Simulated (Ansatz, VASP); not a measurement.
# Two plane-wave programs on Cu

```
Cu
1.0
     2.66632    0.00000    0.00000
    -1.33316    2.30910    0.00000
     0.00000    0.00000    8.70782
Cu
4
Direct
  0.00000 0.00000 0.00000
  0.00000 0.00000 0.50000
  0.33333 0.66667 0.25000
  0.66667 0.33333 0.75000
```

Alike in both runs: task single point; functional PBE; k mesh 16 × 16 × 5; occupations fermi-dirac, width 0.1 eV; no spin polarisation.

|  | VASP | Ansatz |
| --- | --- | --- |
| version | VASP 6.6.1 | Ansatz 0.2.0 |
| potentials or method | VASP PAW PBE potentials, release 64 (Cu), cutoff 520 eV | plane waves (420 eV) with PAW, scalar-relativistic |
| valence electrons in the cell | 44 | 76 |

```tsv
	VASP	Ansatz	Ansatz less VASP
pressure (GPa)	-11.3	-11.9	-0.58
```

The functional is the same, so the differences come from potentials, cutoffs and numerics. VASP's potentials hold 44 valence electrons a cell and Ansatz's 76, so a difference there can come from the potentials and not from the codes.
